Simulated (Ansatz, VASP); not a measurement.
# One calculation of Mg, two programs

INCAR

```
ALGO     = Normal         # electronic algorithm
EDIFF    = 1E-6           # SCF threshold, eV
ENCUT    = 520            # plane-wave cutoff, eV
GGA      = PE             # functional
ISIF     = 2              # what is computed and relaxed
ISMEAR   = -1             # smearing method
LASPH    = T              # aspherical terms in the spheres
LCHARG   = F              # write CHGCAR
LREAL    = F              # projectors in reciprocal space
LWAVE    = F              # write WAVECAR
NBANDS   = 7              # bands
NELM     = 60             # most SCF steps
PREC     = Accurate       # precision mode
SIGMA    = 0.1            # smearing width, eV
```

File KPOINTS:

```
k-points
0
Gamma
  17 17 17
```

The input POSCAR:

```
Mg
1.0
    3.1368489431      0.0000000000      0.0000000000
    0.0000000000      3.1368489431      0.0000000000
    0.0000000000      0.0000000000      3.1368489431
Mg
1
Direct
    0.0000000000      0.0000000000      0.0000000000
```

Input for Ansatz:

```yaml
crystal:
  lattice:
    - [3.1368489431, 0.0, 0.0]
    - [0.0, 3.1368489431, 0.0]
    - [0.0, 0.0, 3.1368489431]
  atoms:
    - { symbol: Mg, position: [0.0, 0.0, 0.0] }
hamiltonian:
  xc: pbe
  pseudopotentials:
    kind: paw
    azcp:
      Mg: "pseudopotentials/Mg.paw.azcp"
basis:
  ecutwfc: 420
  fft_grid_basis: typed
kpoints:
  mp_grid: { grid: [17, 17, 17], shift: [0, 0, 0] }
magnetization:
  spin_polarized: false
scf:
  occupations: { method: fermi_dirac, width: 0.1 }
output:
  stress: true
```

Alike in both runs: task single point; functional PBE; k mesh 17 × 17 × 17; occupations fermi-dirac, width 0.1 eV; no spin polarisation.

|  | VASP | Ansatz |
| --- | --- | --- |
| version | VASP 6.6.1 | Ansatz 0.2.0 |
| potentials or method | VASP PAW PBE potentials, release 64 (Mg), cutoff 520 eV | plane waves (420 eV) with PAW, scalar-relativistic |
| valence electrons in the cell | 2 | 10 |

VASP gave:

| Item | Value |
| --- | --- |
| pressure (GPa) | -2.1 |

Problem. Estimate Ansatz's values.

Solution. Pressure (GPa): -2.0.

VASP's potentials hold 2 valence electrons a cell and Ansatz's 10, so a difference there can come from the potentials and not from the codes.
